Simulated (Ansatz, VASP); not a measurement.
# One calculation of C, two programs

Contents of POSCAR:

```
C
1.0
    2.1273203072     -1.2282824400      0.0000000000
    2.1273203072      1.2282824400      0.0000000000
   -1.3790696309      0.0000000000      3.5028300786
C
2
Direct
    0.1666444700      0.1666444700      0.9999069600
    0.8333555300      0.8333555300      0.0000930400
```

Contents of INCAR.step1:

```
PREC = Accurate ; ENCUT = 600
ISMEAR = -1 ; SIGMA = 0.05
LREAL = False ; LASPH = True
NELM = 100 ; GGA = PE
ALGO = Normal ; EDIFF = 1E-4
LWAVE = True ; LCHARG = False
```

The input INCAR.step2:

```
PREC = Accurate ; ENCUT = 600
EDIFF = 1E-6 ; ISMEAR = -1
SIGMA = 0.05 ; LREAL = False
LASPH = True ; NELM = 100
ALGO = Normal ; ISIF = 3
LWAVE = False ; LCHARG = False
METAGGA = R2SCAN ; LMIXTAU = True
IBRION = 2 ; NSW = 60
EDIFFG = -0.01 ; ISTART = 1
```

File KPOINTS:

```
regular mesh
0
Gamma
  13 13 8
```

Contents of input.yaml:

```yaml
crystal:
  lattice:
    - [2.1273203072, -1.22828244, 0.0]
    - [2.1273203072, 1.22828244, 0.0]
    - [-1.3790696309, 0.0, 3.5028300786]
  atoms:
    - { symbol: C, position: [0.16664447, 0.16664447, 0.99990696] }
    - { symbol: C, position: [0.83335553, 0.83335553, 9.304e-05] }
hamiltonian:
  xc: r2scan
  pseudopotentials: { kind: paw }
kpoints:
  mp_grid: { grid: [13, 13, 8] }
scf:
  occupations: { method: fermi_dirac, width: 0.05 }
output:
  forces: true
  stress: true
  eigenvalues: true
  write_density: true
  write_potential: true
  elf: true
  volumetric_format: npy
relax:
  f_tol: 0.01
  max_steps: 40
  cell: { stress_tol: 0.05 }
```

Alike in both runs: task relaxation of cell and atoms; functional r2SCAN; k mesh 13 × 13 × 8; occupations fermi-dirac, width 0.05 eV; no spin polarisation.

|  | VASP | Ansatz |
| --- | --- | --- |
| version | VASP 6.6.1 | Ansatz 0.2.0 |
| potentials or method | VASP PAW PBE potentials, release 64 (C) | Ansatz PAW |
| plane-wave cutoff (eV) | 600 | 500 |
| valence electrons in the cell | 8 | 8 |

```csv
,VASP,Ansatz,Ansatz less VASP
"gap on the k mesh at the Fermi level, each at its own relaxed structure (eV)",0.99,1.04,+0.046
relaxed volume (Å³/atom),9.15,9.27,+0.113
relaxed cell length with the largest relative difference (Å),3.764,3.820,+0.0558
```

VASP's potentials were made for PBE, not for r2SCAN.

Noted on Ansatz's run: odd divisions of the mesh miss points on the zone boundary, where band edges often lie, so the gap on the mesh can be too wide; the plane-wave basis is chosen anew once the cell has moved, so the energies of steps on either side of that aren't comparable.
